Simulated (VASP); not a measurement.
CuO, 6 atoms in the cell. It takes space group P4/mmm (No. 123, tetragonal). The conventional cell has a = 4.117 Å, b = 4.117 Å, c = 3.888 Å, α = 90.00°, β = 90.00°, γ = 90.00°. Within 2.6 Å of Cu (site symmetry mmm) lie 4 O at 1.94 to 2.06 Å. Cu (site symmetry 4/mmm) has 6 O at 1.94 to 2.06 Å within 2.6 Å. O (site symmetry 4/mmm) has 6 Cu at 1.94 to 2.06 Å within 2.6 Å. Within 2.6 Å of O (site symmetry mmm) lie 4 Cu at 1.94 to 2.06 Å. 

* Program: VASP 6.6.1
* Task: single point
* Functional: r2SCAN
* Potentials or basis: VASP PAW PBE potentials, release 64 (Cu, O)
* Cutoff: 520 eV
* k mesh: 7 × 7 × 7
* Occupations: fermi-dirac, width 0.05 eV
* Spin: no spin polarisation
* Hubbard terms: Cu d U = 4.5 eV
* Dipole correction: no
* Further INCAR settings: ALGO = Normal; EDIFF = 1e-06; NBANDS = 34

Potentials or basis: VASP PAW PBE potentials, release 64 (Cu, O).

Launch:

```sh
$ cat potpaw_PBE.64/Cu/POTCAR potpaw_PBE.64/O/POTCAR > POTCAR
$ cp INCAR.step1 INCAR
$ mpirun -np 1 vasp_std > vasp.out
$ cp INCAR.step2 INCAR
$ mpirun -np 1 vasp_std > vasp.out
```

Hardware: 1 thread of Intel(R) Xeon(R) 6975P-C (Granite Rapids), on a shared host.

How long does it take, and how much memory?

Run time: 2.2 min on 1 thread of Intel(R) Xeon(R) 6975P-C (Granite Rapids) (shared host), peak memory 0.21 GiB. Counts: k points 40.
